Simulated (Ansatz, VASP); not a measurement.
## SnO in VASP and in Ansatz

The input INCAR:

```
SYSTEM = SnO
ALGO     = Normal         ! electronic algorithm
EDIFF    = 1E-6           ! SCF threshold, eV
ENCUT    = 520            ! plane-wave cutoff, eV
GGA      = PS             ! functional
ISIF     = 2              ! what is computed and relaxed
ISMEAR   = -1             ! smearing method
LASPH    = .True.         ! aspherical terms in the spheres
LCHARG   = .False.        ! write CHGCAR
LREAL    = .False.        ! projectors in reciprocal space
LWAVE    = .False.        ! write WAVECAR
NBANDS   = 28             ! bands
NELM     = 80             ! most SCF steps
PREC     = Accurate       ! precision mode
SIGMA    = 0.02           ! smearing width, eV
```

KPOINTS

```
k-points
0
Gamma
  8 5 6
  0 0 0
```

POSCAR

```
SnO
1.0
    3.3550050000      0.0000000000      0.0000000000
    0.0000000000      5.6741040000      0.0000000000
    0.0000000000      0.0000000000      4.2219700000
Sn O
2 2
Direct
    0.5000000000      0.7680910000      0.0131440000
    0.0000000000      0.2319090000      0.5107754375
    0.5000000000      0.1087500000      0.2368570000
    0.0000000000      0.8912500000      0.7368570000
```

Input for Ansatz:

```yaml
crystal:
  lattice:
    - [3.355005, 0.0, 0.0]
    - [0.0, 5.674104, 0.0]
    - [0.0, 0.0, 4.22197]
  atoms:
    - { symbol: Sn, position: [0.5, 0.768091, 0.013144] }
    - { symbol: Sn, position: [0.0, 0.231909, 0.5107754375] }
    - { symbol: O, position: [0.5, 0.10875, 0.236857] }
    - { symbol: O, position: [0.0, 0.89125, 0.736857] }
hamiltonian:
  xc: pbesol
kpoints:
  mp_grid: { grid: [8, 5, 6] }
scf:
  occupations: { method: fermi_dirac, width: 0.02 }
  convergence: { dr2_threshold: 1.0e-11 }
basis:
  ecutwfc: 600
output:
  forces: true
```

Alike in both runs: task single point; functional PBEsol; k mesh 8 × 5 × 6; occupations fermi-dirac, width 0.02 eV; no spin polarisation.

|  | VASP | Ansatz |
| --- | --- | --- |
| version | VASP 6.6.1 | Ansatz 0.2.0 |
| potentials or method | VASP PAW PBE potentials, release 64 (Sn_d, O), cutoff 520 eV | scalar-relativistic, plane waves, PAW |
| valence electrons in the cell | 40 | 40 |

|  | VASP | Ansatz | Ansatz less VASP |
| --- | --- | --- | --- |
| rms of the force components (eV/Å) | 0.151 | 0.182 | +0.0311 |

VASP's potentials were made for PBE, not for PBEsol. Atom by atom the forces differ by 0.035 eV/Å (rms over components).
